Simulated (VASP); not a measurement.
# Zr in VASP: notebook, part 3 of 3

VASP 6.6.1.

### 4 Electric field gradients, PBEsol (equal xx and yy strain of +2 %)

The input, INCAR:

```
SYSTEM = Zr
PREC = Accurate
ENCUT = 520
EDIFF = 1E-8
ISMEAR = -1
SIGMA = 0.08
LREAL = .False.
LASPH = .True.
NELM = 100
ALGO = Normal
ISIF = 2
LWAVE = .False.
LCHARG = .False.
GGA = PS
LEFG = .True.
NBANDS = 12
```

The input, KPOINTS:

```
Automatic mesh
0
Gamma
  14 14 14
  0 0 0
```

The input, POSCAR:

```
Zr
1.0
   -1.8462000000      1.8462000000      1.8100000000
    1.8462000000     -1.8462000000      1.8100000000
    1.8462000000      1.8462000000     -1.8100000000
Zr
1
Direct
    0.0000000000      0.0000000000      0.0000000000
```

Potentials or basis: VASP PAW PBE potentials, release 64 (Zr_sv).

On the command line:

```console
$ cat potpaw_PBE.64/Zr_sv/POTCAR > POTCAR
$ mpirun -np 1 vasp_std > vasp.out
```

OUTCAR:

```text
SYSTEM = Zr
   PREC = Accurate
   ENCUT = 520
   EDIFF = 1E-8
   ISMEAR = -1
   LREAL = .False.
   LASPH = .True.
   NELM = 100
   ISIF = 2
   GGA = PS

 ion  position               nearest neighbor table
   1  0.000  0.000  0.000-

  LATTYP: Found a body centered tetragonal cell.
 ALAT       =     3.6924000000
 C/A-ratio  =     0.9803921569

  Lattice vectors:

 A1 = (  -1.8462000000,   1.8462000000,   1.8100000000)
 A2 = (   1.8462000000,  -1.8462000000,   1.8100000000)
 A3 = (   1.8462000000,   1.8462000000,  -1.8100000000)

Analysis of symmetry for initial positions (statically):
=====================================================================
 Subroutine PRICEL returns:
 Original cell was already a primitive cell.

 Routine SETGRP: Setting up the symmetry group for a
 body centered tetragonal supercell.

 Subroutine GETGRP returns: Found 16 space group operations
 (whereof 16 operations were pure point group operations)
 out of a pool of 16 trial point group operations.

The static configuration has the point symmetry D_4h.

Analysis of symmetry for dynamics (positions and initial velocities):
=====================================================================
 Subroutine PRICEL returns:
 Original cell was already a primitive cell.

 Routine SETGRP: Setting up the symmetry group for a
 body centered tetragonal supercell.

 Subroutine GETGRP returns: Found 16 space group operations
 (whereof 16 operations were pure point group operations)
 out of a pool of 16 trial point group operations.

The dynamic configuration has the point symmetry D_4h.

 Subroutine INISYM returns: Found 16 space group operations
 (whereof 16 operations are pure point group operations),
 and found     1 'primitive' translations

----------------------------------------------------------------------------------------

                                     Primitive cell

  volume of cell :      24.6772

  direct lattice vectors                    reciprocal lattice vectors
    -1.846200000  1.846200000  1.810000000     0.000000000  0.270826563  0.276243094
     1.846200000 -1.846200000  1.810000000     0.270826563  0.000000000  0.276243094
     1.846200000  1.846200000 -1.810000000     0.270826563  0.270826563  0.000000000

  length of vectors
     3.176949619  3.176949619  3.176949619     0.386855624  0.386855624  0.383006598

  position of ions in fractional coordinates (direct lattice)
     0.000000000  0.000000000  0.000000000

  ion indices of the primitive-cell ions
   primitive index   ion index
                 1           1

----------------------------------------------------------------------------------------

 KPOINTS: Automatic mesh

Automatic generation of k-mesh.
 Grid dimensions read from file:
 generate k-points for:   14   14   14

 Generating k-lattice:

[... 72 lines left out ...]
   NELECT =      12.0000    total number of electrons
   NUPDOWN=      -1.0000    fix difference up-down
   EMIN   =  10.00;   EMAX   =-10.00  energy-range for DOS
   EFERMI =   0.00;   METHOD = LEGACY
   ISMEAR =    -1;   SIGMA  =   0.08  broadening in eV -4-tet -1-fermi 0-gaus
   EFERMI_NEDOS =   21; number of points for ismear=-14 and -15
   IALGO  =     38    algorithm
   IMIX   =      4    mixing-type and parameters
     AMIX     =   0.40;   BMIX     =  1.00
     AMIX_MAG =   1.60;   BMIX_MAG =  1.00
  volume/ion in A,a.u.               =      24.68       166.53
  Fermi-wavevector in a.u.,A,eV,Ry     =   1.287370  2.432776 22.549212  1.657320
  Thomas-Fermi vector in A             =   2.419388
   LORBIT       =      0    0 simple, 1 ext, 2 COOP (PROOUT), +10 PAW based schemes
   GGA     = PS    functional components
   LHFCALC =     F    Hartree Fock is set to
   AEXX    =    0.0000 exact exchange contribution
   IVDW    =     0    specifies the selected vdW correction
   LEPSILON=     F    determine dielectric tensor
   LRPA    =     F    only Hartree local field effects (RPA)
 non-spin polarized calculation
  energy-cutoff  :      520.00
  volume of cell :       24.68
 maximum number of plane-waves:       682
   NGX = 11   NGY = 11   NGZ = 11

 number of electron      12.0000000 magnetization

 Free energy of the ion-electron system (eV)
  ---------------------------------------------------
  ext. energy  EPLUGINS =         0.00000000
  ---------------------------------------------------
  free energy    TOTEN  =        -8.94636233 eV

  energy without entropy =       -8.90208032  energy(sigma->0) =       -8.92422132

 E-fermi :   7.9580     XC(G=0): -10.9346

 val. band max:        7.9493603377   @ k =   0.2857   0.2857   0.0000
 cond. band min:       7.9581746215   @ k =  -0.1429   0.5000   0.1429
 fundamental gap:      0.0088142838
 Fermi energy:         7.9580195037

 k-point     1 :       0.0000    0.0000    0.0000
  band No.  band energies     occupation
      1     -40.5634      2.00000
      2     -18.1706      2.00000
      3     -18.1706      2.00000
      4     -18.1691      2.00000
      5       2.6774      2.00000
      6       8.9201      0.00001
      7       9.1022      0.00000
      8       9.1022      0.00000
      9      11.2448      0.00000
     10      11.4890      0.00000
     11      20.0628      0.00000
     12      20.0628      0.00000
[... 331 lines left out ...]
 k-point    24 :       0.2857    0.1429    0.0000
  band No.  band energies     occupation
      1     -40.4580      2.00000
      2     -18.8222      2.00000
      3     -18.4171      2.00000
      4     -18.2292      2.00000
      5       5.6066      2.00000
      6       7.5584      1.98655
      7       8.0948      0.30632
      8      10.9777      0.00000
      9      12.0655      0.00000
     10      13.0328      0.00000
     11      18.5219      0.00000
     12      19.5507      0.00000

 [... further k-points ...]

------------------------ aborting loop because EDIFF is reached ----------------------------------------

  FORCE on cell =-STRESS in cart. coord.  units (eV):
  Direction    XX          YY          ZZ          XY          YZ          ZX
  --------------------------------------------------------------------------------------
  -------------------------------------------------------------------------------------
  Total       -1.4073520     -1.4073520     -1.4520025      0.0000000      0.0000000      0.0000000
  in kB      -91.3728706    -91.3728706    -94.2718167      0.0000000      0.0000000      0.0000000
  external PRESSURE =     -92.3391859 kB  Pullay stress =       0.0000000 kB

 VOLUME and BASIS-vectors are now :
 -----------------------------------------------------------------------------
  energy-cutoff  :      520.00
  volume of cell :       24.68
      direct lattice vectors                 reciprocal lattice vectors
    -1.846200000  1.846200000  1.810000000     0.000000000  0.270826563  0.276243094
     1.846200000 -1.846200000  1.810000000     0.270826563  0.000000000  0.276243094
     1.846200000  1.846200000 -1.810000000     0.270826563  0.270826563  0.000000000

 POSITION                                       TOTAL-FORCE (eV/Angst)
 -----------------------------------------------------------------------------------
      0.00000      0.00000      0.00000         0.000000      0.000000      0.000000
 -----------------------------------------------------------------------------------
    total drift:                                0.000000      0.000000      0.000000

  FREE ENERGIE OF THE ION-ELECTRON SYSTEM (eV)
  ---------------------------------------------------
  free  energy   TOTEN  =        -8.9463623302 eV

  energy  without entropy=       -8.9020803159  energy(sigma->0) =       -8.92422132

 Electric field gradients (V/A^2)
---------------------------------------------------------------------
 ion       V_xx      V_yy      V_zz      V_xy      V_xz      V_yz
---------------------------------------------------------------------
   1      -0.585    -0.585     1.171    -0.000    -0.000    -0.000
---------------------------------------------------------------------

 Electric field gradients after diagonalization (V/A^2)
 (convention: |V_zz| > |V_xx| > |V_yy|)
----------------------------------------------------------------------
 ion       V_xx      V_yy      V_zz     asymmetry (V_yy - V_xx)/ V_zz
----------------------------------------------------------------------
   1      -0.585    -0.585     1.171       0.000
----------------------------------------------------------------------

           NMR quadrupolar parameters

 Cq : quadrupolar parameter    Cq=e*Q*V_zz/h
 eta: asymmetry parameters     (V_yy - V_xx)/ V_zz
 Q  : nuclear electric quadrupole moment in mb (millibarn)
----------------------------------------------------------------------
 ion       Cq(MHz)       eta       Q (mb)
----------------------------------------------------------------------
   1       0.003       0.000       1.000
----------------------------------------------------------------------
```

OSZICAR:

```text
N       E                     dE             d eps       ncg     rms          rms(c)
DAV:   1     0.847796231762E+02    0.84780E+02   -0.68371E+03  5880   0.988E+02
DAV:   2    -0.626696124485E+01   -0.91047E+02   -0.88485E+02  6852   0.266E+02
DAV:   3    -0.930440586321E+01   -0.30374E+01   -0.29867E+01  8792   0.408E+01
DAV:   4    -0.937980848363E+01   -0.75403E-01   -0.75318E-01  6920   0.580E+00
DAV:   5    -0.938081854526E+01   -0.10101E-02   -0.10100E-02  8368   0.559E-01    0.951E+00
DAV:   6    -0.901410697061E+01    0.36671E+00   -0.45477E-01  6436   0.599E+00    0.362E+00
DAV:   7    -0.894479155268E+01    0.69315E-01   -0.21185E-01  7136   0.385E+00    0.677E-01
DAV:   8    -0.894637533777E+01   -0.15838E-02   -0.11798E-02  6884   0.123E+00    0.125E-01
DAV:   9    -0.894637291714E+01    0.24206E-05   -0.48551E-04  7608   0.200E-01    0.214E-02
DAV:  10    -0.894636293340E+01    0.99837E-05   -0.27365E-05  6704   0.525E-02    0.155E-02
DAV:  11    -0.894636231803E+01    0.61537E-06   -0.25116E-06  7072   0.153E-02    0.137E-03
DAV:  12    -0.894636235295E+01   -0.34920E-07   -0.56865E-08  7704   0.212E-03    0.272E-04
DAV:  13    -0.894636233106E+01    0.21889E-07   -0.74975E-09  4140   0.737E-04    0.593E-05
DAV:  14    -0.894636233016E+01    0.89426E-09   -0.90280E-10  3300   0.250E-04
   1 F= -.89463623E+01 E0= -.89242213E+01  d E =-.442820E-01
```

stdout:

```text
POSCAR found type information on POSCAR Zr
 POSCAR found :  1 types and       1 ions
 scaLAPACK will be used
 -----------------------------------------------------------------------------
|                                                                             |
|                                                                             |
|     You enforced a specific xc type in the INCAR file but a different       |
|     I HOPE YOU KNOW WHAT YOU ARE DOING!                                     |
|                                                                             |
 -----------------------------------------------------------------------------

 LDA part: xc-table for (Slater+PW92), standard interpolation
 POSCAR, INCAR and KPOINTS ok, starting setup
 FFT: planning ... GRIDC
 FFT: planning ... GRID_SOFT
 FFT: planning ... GRID
 WAVECAR not read
 entering main loop
ion   1
```

It took 33 s on 1 thread of Intel Xeon Platinum 8488C (Sapphire Rapids), shared host; peak memory 0.19 GiB.

Results:

* Free energy: -8.9464 eV
* Pressure: -9.2 GPa
* Band gap on the k mesh: zero (bands 6 and 7 overlap by 1.64 eV)
* Largest electric field gradient by atom: Zr +1.2 V/Å²

Levels at points of the mesh, in eV from the Fermi level:
```
           k point  band 2  band 3  band 4  band 5  band 6  band 7  band 8  band 9  band 10  band 11
(0.00, 0.00, 0.00)  -26.13  -26.13  -26.13   -5.28    0.96    1.14    1.14    3.29     3.53    12.10
(0.50, 0.00, 0.00)  -26.93  -26.39  -26.14   -2.63   -0.64    1.42    3.42    4.06     5.91     9.55
(0.50, 0.50, 0.00)  -26.94  -26.38  -26.13   -2.63   -0.45    1.31    3.21    3.93     5.88     9.43
(0.50, 0.50, 0.50)  -26.70  -26.70  -26.67   -2.32   -2.28    5.27    5.27    5.32     6.82     6.82
```

Electric field gradients, principal values (V/Å²):
```tsv
atom	least	middle	greatest (by size)
1 Zr	-0.585	-0.585	1.171
```

Caveat: the cell differs from its parent crystal (equal xx and yy strain of +2 %); the cell stands under tension; without QUAD_EFG the Cq values of the log hold for a quadrupole moment of 1 mb, not for the nuclei; the PAW data sets were made with another functional, which shifts forces and pressure a little.

### 5 Summary

| cell | gap on the mesh (eV) | pressure (GPa) |
| --- | --- | --- |
| a = 3.156 Å, angles 110.0°, 1 atom | none | -6.6 |
| a = 3.125 Å, angles 109.2°, 1 atom | none | -6.6 |
| a = 3.177 Å, angles 108.9, 108.9, 110.5°, 1 atom | none | -9.2 |

Alike in all rows: task electric field gradients; level PBEsol; potentials or basis VASP PAW PBE potentials, release 64 (Zr_sv); no spin polarisation; k mesh 14 × 14 × 14; cutoff (eV) 520; smearing fermi-dirac 0.08 eV.

Caveats: the cell stands under tension; the PAW data sets were made with another functional, which shifts forces and pressure a little.

Absolute energies hang on the potentials; compare differences alone.
